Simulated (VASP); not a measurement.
# Sc (P6_3/mmc) in VASP: a series of runs

The runs below take Sc through single point, with PBE.

Program: VASP 6.6.1. These are calculated values, not measurements. Logs are shortened: lines on timing, memory, paths and dates and some standing lists are left out, and cuts for length are marked.

## (1) The cell of the first run

It takes space group P6_3/mmc (No. 194, hexagonal). The conventional cell has a = 3.259 Å, b = 3.259 Å, c = 5.347 Å, α = 90.00°, β = 90.00°, γ = 120.00°. Sc (site symmetry -6m2) has 12 Sc at 3.26 to 3.27 Å within 4.3 Å.

## (2) Single point, PBE (strain -0.015 along x and y, +0.015 along z)

File INCAR:

```
  PREC = Accurate
  ENCUT = 520
  EDIFF = 1E-6
  ISMEAR = 0
  SIGMA = 0.15
  LREAL = False
  LASPH = True
  NELM = 60
  ALGO = Fast
  ISIF = 2
  LWAVE = False
  LCHARG = True
  GGA = PE
  LELF = True
  LVHAR = True
  NBANDS = 18
```

File KPOINTS:

```
regular mesh
0
Gamma
  18 18 10
```

File POSCAR:

```
Sc
1.0
    3.2591659288      0.0000000000      0.0000000000
   -1.6295829644      2.8225204895      0.0000000000
    0.0000000000      0.0000000000      5.3470200000
Sc
2
Direct
    0.3333333333      0.6666666667      0.2500000000
    0.6666666667      0.3333333333      0.7500000000
```

Potentials or basis: VASP PAW PBE potentials, release 64 (Sc_sv).

The run is started by

```sh
cat potpaw_PBE.64/Sc_sv/POTCAR > POTCAR
mpirun -np 1 vasp_std > vasp.out
```

OUTCAR:

```text
PREC = Accurate
   ENCUT = 520
   EDIFF = 1E-6
   ISMEAR = 0
   LREAL = False
   LASPH = True
   NELM = 60
   ISIF = 2
   GGA = PE

 ion  position               nearest neighbor table
   1  0.333  0.667  0.250-   2 3.27   2 3.27   2 3.27   2 3.27   2 3.27   2 3.27
   2  0.667  0.333  0.750-   1 3.27   1 3.27   1 3.27   1 3.27   1 3.27   1 3.27

  LATTYP: Found a hexagonal cell.
 ALAT       =     3.2591659288
 C/A-ratio  =     1.6406099342

  Lattice vectors:

 A1 = (   3.2591659288,   0.0000000000,   0.0000000000)
 A2 = (  -1.6295829644,   2.8225204895,   0.0000000000)
 A3 = (   0.0000000000,   0.0000000000,   5.3470200000)

Analysis of symmetry for initial positions (statically):
=====================================================================
 Subroutine PRICEL returns:
 Original cell was already a primitive cell.

 Routine SETGRP: Setting up the symmetry group for a
 hexagonal supercell.

 Subroutine GETGRP returns: Found 24 space group operations
 (whereof 12 operations were pure point group operations)
 out of a pool of 24 trial point group operations.

The static configuration has the point symmetry D_3d.
 The point group associated with its full space group is D_6h.

Analysis of symmetry for dynamics (positions and initial velocities):
=====================================================================
 Subroutine PRICEL returns:
 Original cell was already a primitive cell.

 Routine SETGRP: Setting up the symmetry group for a
 hexagonal supercell.

 Subroutine GETGRP returns: Found 24 space group operations
 (whereof 12 operations were pure point group operations)
 out of a pool of 24 trial point group operations.

The dynamic configuration has the point symmetry D_3d.
 The point group associated with its full space group is D_6h.

 Subroutine INISYM returns: Found 24 space group operations
 (whereof 12 operations are pure point group operations),
 and found     1 'primitive' translations

----------------------------------------------------------------------------------------

                                     Primitive cell

  volume of cell :      49.1876

  direct lattice vectors                    reciprocal lattice vectors
     3.259165929  0.000000000  0.000000000     0.306826968  0.177146633  0.000000000
    -1.629582964  2.822520490  0.000000000     0.000000000  0.354293265  0.000000000
     0.000000000  0.000000000  5.347020000     0.000000000  0.000000000  0.187020060

  length of vectors
     3.259165929  3.259165929  5.347020000     0.354293265  0.354293265  0.187020060

  position of ions in fractional coordinates (direct lattice)
     0.333333333  0.666666667  0.250000000
     0.666666667  0.333333333  0.750000000

  ion indices of the primitive-cell ions
   primitive index   ion index
                 1           1
                 2           2

----------------------------------------------------------------------------------------

 KPOINTS: regular mesh

Automatic generation of k-mesh.
 Grid dimensions read from file:
 generate k-points for:   18   18   10

 Generating k-lattice:

  Cartesian coordinates                     Fractional coordinates (reciprocal lattice)
     0.017045943  0.009841480  0.000000000     0.055555556  0.000000000  0.000000000
     0.000000000  0.019682959  0.000000000     0.000000000  0.055555556  0.000000000
     0.000000000  0.000000000  0.018702006     0.000000000  0.000000000  0.100000000

  Length of vectors
     0.019682959  0.019682959  0.018702006

  Shift w.r.t. Gamma in fractional coordinates (k-lattice)
     0.000000000  0.000000000  0.000000000

 Subroutine IBZKPT returns following result:
 ===========================================

 Found    222 irreducible k-points:

 Following reciprocal coordinates:
            Coordinates               Weight
  0.000000  0.000000  0.000000      1.000000
  0.055556  0.000000  0.000000      6.000000
  0.111111  0.000000  0.000000      6.000000
  0.166667  0.000000  0.000000      6.000000
  0.222222  0.000000  0.000000      6.000000
  0.277778  0.000000  0.000000      6.000000
[... 16 lines left out ...]
  0.333333  0.111111  0.000000     12.000000
  0.388889  0.111111  0.000000     12.000000
 [... further k-points ...]
   k-points           NKPTS =    222   k-points in BZ     NKDIM =    222   number of bands    NBANDS=     18
   number of dos      NEDOS =    301   number of ions     NIONS =      2
   total plane-waves  NPLWV =  23040
   dimension x,y,z NGX =    24 NGY =   24 NGZ =   40
   dimension x,y,z NGXF=    48 NGYF=   48 NGZF=   80
   ions per type =               2
   NGX,Y,Z   is equivalent  to a cutoff of  12.24, 12.24, 12.44 a.u.
   NGXF,Y,Z  is equivalent  to a cutoff of  24.48, 24.48, 24.87 a.u.
 SYSTEM =  unknown system
   PREC   = accura    normal or accurate (medium, high low for compatibility)
   ISTART =      0    job   : 0-new  1-cont  2-samecut
   ICHARG =      2    charge: 1-file 2-atom 10-const
   ISPIN  =      1    spin polarized calculation?
   LNONCOLLINEAR =      F non collinear calculations
   LSORBIT =      F    spin-orbit coupling
   LASPH  =      T    aspherical Exc in radial PAW
   ENCUT  =  520.0 eV  38.22 Ry    6.18 a.u.   6.06  6.06  9.94*2*pi/ulx,y,z
   NELM   =     60;   NELMIN=  2; NELMDL= -5     # of ELM steps
   EDIFF  = 0.1E-05   stopping-criterion for ELM
   LREAL  =      F    real-space projection
   EDIFFG = 0.1E-04   stopping-criterion for IOM
   NSW    =      0    number of steps for IOM
   IBRION =     -1    ionic relax: 0-MD 1-quasi-New 2-CG
   NFREE  =      0    steps in history (QN), initial steepest desc. (CG)
   ISIF   =      2    stress and relaxation
   ISYM   =      2    0-nonsym 1-usesym 2-fastsym
   POTIM  = 0.5000    time-step for ionic-motion
   TEBEG  =    0.0;   TEEND  =   0.0 temperature during run
   PSTRESS=    0.0 pullay stress
   NELECT =      22.0000    total number of electrons
   NUPDOWN=      -1.0000    fix difference up-down
   EMIN   =  10.00;   EMAX   =-10.00  energy-range for DOS
   EFERMI =   0.00;   METHOD = LEGACY
   ISMEAR =     0;   SIGMA  =   0.15  broadening in eV -4-tet -1-fermi 0-gaus
   EFERMI_NEDOS =   21; number of points for ismear=-14 and -15
   IALGO  =     68    algorithm
   IMIX   =      4    mixing-type and parameters
     AMIX     =   0.40;   BMIX     =  1.00
     AMIX_MAG =   1.60;   BMIX_MAG =  1.00
  volume/ion in A,a.u.               =      24.59       165.97
  Fermi-wavevector in a.u.,A,eV,Ry     =   1.251980  2.365898 21.326493  1.567453
  Thomas-Fermi vector in A             =   2.385902
   LORBIT       =      0    0 simple, 1 ext, 2 COOP (PROOUT), +10 PAW based schemes
   GGA     = PE    functional components
   LHFCALC =     F    Hartree Fock is set to
   AEXX    =    0.0000 exact exchange contribution
   IVDW    =     0    specifies the selected vdW correction
   LEPSILON=     F    determine dielectric tensor
   LRPA    =     F    only Hartree local field effects (RPA)
 non-spin polarized calculation
 RMM-DIIS sequential band-by-band and
 Gauss-broadening in eV      SIGMA  =   0.15
  energy-cutoff  :      520.00
  volume of cell :       49.19
 maximum number of plane-waves:      1353
   NGX = 13   NGY = 13   NGZ = 19

 number of electron      22.0000005 magnetization

 Free energy of the ion-electron system (eV)
  ---------------------------------------------------
  ext. energy  EPLUGINS =         0.00000000
  ---------------------------------------------------
  free energy    TOTEN  =       -12.50079708 eV

  energy without entropy =      -12.45024677  energy(sigma->0) =      -12.47552193

 E-fermi :   3.7026     XC(G=0):  -9.8873

 val. band max:        3.7025667318   @ k =   0.3889   0.0000   0.1000
 cond. band min:       3.7028872685   @ k =   0.2222   0.2222   0.3000
 fundamental gap:      0.0003205367
 Fermi energy:         3.7026016926

 k-point     1 :       0.0000    0.0000    0.0000
  band No.  band energies     occupation
      1     -45.7194      2.00000
      2     -45.6611      2.00000
      3     -24.5231      2.00000
      4     -24.1828      2.00000
      5     -24.1828      2.00000
      6     -24.1324      2.00000
[... 10 lines left out ...]
     17       6.2101      0.00000
     18       6.2101      0.00000

 k-point     2 :       0.0556    0.0000    0.0000
  band No.  band energies     occupation
      1     -45.7178      2.00000
      2     -45.6603      2.00000
      3     -24.5191      2.00000
      4     -24.1921      2.00000
      5     -24.1857      2.00000
      6     -24.1418      2.00000
[... 10 lines left out ...]
     17       6.1443      0.00000
     18       6.1676      0.00000

 k-point     3 :       0.1111    0.0000    0.0000
  band No.  band energies     occupation
      1     -45.7132      2.00000
      2     -45.6580      2.00000
      3     -24.5074      2.00000
      4     -24.2188      2.00000
      5     -24.1940      2.00000
      6     -24.1692      2.00000
[... 10 lines left out ...]
     17       5.9845      0.00000
     18       6.0535      0.00000

 k-point     4 :       0.1667    0.0000    0.0000
  band No.  band energies     occupation
      1     -45.7060      2.00000
      2     -45.6546      2.00000
      3     -24.4887      2.00000
      4     -24.2598      2.00000
      5     -24.2106      2.00000
      6     -24.2064      2.00000
[... 375 lines left out ...]
      4     -24.3979      2.00000
      5     -24.3668      2.00000
      6     -24.2613      2.00000
[... 10 lines left out ...]
     17       7.0549      0.00000
     18       7.4002      0.00000

 k-point    23 :       0.3333    0.1111    0.0000
  band No.  band energies     occupation
      1     -45.6657      2.00000
      2     -45.6410      2.00000
      3     -24.4487      2.00000
      4     -24.3954      2.00000
      5     -24.3697      2.00000
      6     -24.2781      2.00000
[... 10 lines left out ...]
     17       7.3750      0.00000
     18       7.7143      0.00000

 k-point    24 :       0.3889    0.1111    0.0000
  band No.  band energies     occupation
      1     -45.6596      2.00000
      2     -45.6405      2.00000
      3     -24.4736      2.00000
      4     -24.4140      2.00000
      5     -24.3472      2.00000
      6     -24.2890      2.00000
[... 10 lines left out ...]
     17       7.5159      0.00000
     18       7.5523      0.00000

 [... further k-points ...]

------------------------ aborting loop because EDIFF is reached ----------------------------------------

  FORCE on cell =-STRESS in cart. coord.  units (eV):
  Direction    XX          YY          ZZ          XY          YZ          ZX
  --------------------------------------------------------------------------------------
  -------------------------------------------------------------------------------------
  Total        0.4904382      0.4904382     -0.6585101      0.0000000      0.0000000     -0.0000000
  in kB       15.9749489     15.9749489    -21.4495240      0.0000000      0.0000000     -0.0000000
  external PRESSURE =       3.5001246 kB  Pullay stress =       0.0000000 kB

 VOLUME and BASIS-vectors are now :
 -----------------------------------------------------------------------------
  energy-cutoff  :      520.00
  volume of cell :       49.19
      direct lattice vectors                 reciprocal lattice vectors
     3.259165929  0.000000000  0.000000000     0.306826968  0.177146633  0.000000000
    -1.629582964  2.822520490  0.000000000     0.000000000  0.354293265  0.000000000
     0.000000000  0.000000000  5.347020000     0.000000000  0.000000000  0.187020060

 POSITION                                       TOTAL-FORCE (eV/Angst)
 -----------------------------------------------------------------------------------
     -0.00000      1.88168      1.33675         0.000000      0.000000      0.000000
      1.62958      0.94084      4.01026        -0.000000     -0.000000      0.000000
 -----------------------------------------------------------------------------------
    total drift:                               -0.000000      0.000000     -0.000000

  FREE ENERGIE OF THE ION-ELECTRON SYSTEM (eV)
  ---------------------------------------------------
  free  energy   TOTEN  =       -12.5007970791 eV

  energy  without entropy=      -12.4502467728  energy(sigma->0) =      -12.47552193
```

Run time: 84 s. Hardware: 1 thread of Intel Xeon 6975P-C (Granite Rapids), shared host; peak memory 0.27 GiB.

What came out:

* Free energy: -12.5008 eV
* Pressure: 0.4 GPa
* Band gap on the k mesh: zero (bands 11 and 12 overlap by 1.22 eV)

Stress tensor (GPa, compression positive):
```
 1.60  0.00  0.00
 0.00  1.60  0.00
 0.00  0.00 -2.14
```

Levels at points of the mesh, in eV from the Fermi level:
| k point | band 9 | band 10 | band 11 | band 12 | band 13 | band 14 |
| --- | --- | --- | --- | --- | --- | --- |
| (0.00, 0.00, 0.00) | -5.14 | -1.74 | 0.25 | 1.57 | 1.63 | 1.63 |
| (0.50, 0.00, 0.00) | -1.56 | -1.05 | -0.74 | -0.21 | 1.13 | 1.53 |
| (0.00, 0.00, 0.50) | -3.70 | -3.70 | 0.78 | 0.78 | 1.61 | 1.61 |
| (0.50, 0.00, 0.50) | -1.48 | -1.48 | 0.01 | 0.01 | 1.26 | 1.26 |

Caveat: the cell differs from its parent crystal (strain -0.015 along x and y, +0.015 along z).

[end of part 1 of 2]
